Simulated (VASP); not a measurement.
Crystal: NaF.

```xyz
2
Lattice="2.7457 0.0000 0.0000 0.0000 2.7457 0.0000 0.0000 0.0000 2.7957" Properties=species:S:1:pos:R:3 pbc="T T T"
Na    0.0000    0.0000    0.0000
F     1.3729    1.3729    1.3979
```

This cell differs from its parent crystal: epitaxial xy strain -1.7%.

Base run:

- Program: VASP 6.6.1
- Functional: r2SCAN
- Potentials or basis: VASP PAW PBE potentials, release 64 (Na_pv, F)
- Cutoff: 520 eV
- k mesh: 10 × 10 × 10
- Occupations: gaussian, width 0.01 eV
- Spin: no spin polarisation

Its results: band gap on the k mesh 7.32 eV (least direct gap 7.66 eV); pressure 1.4 GPa.

Problem. The run is repeated on the same cell with these changes: functional from r2SCAN to PBE; occupations from gaussian, width 0.01 eV to fermi-dirac, width 0.02 eV. What comes out?

Solution. Band gap on the k mesh 6.30 eV (least direct gap 6.64 eV); pressure 6.7 GPa.

Caveats: the PAW data sets were made with another functional, which shifts forces and pressure a little (at least some runs); the cell stands under pressure (at least some runs).

A k mesh can miss the band edges.
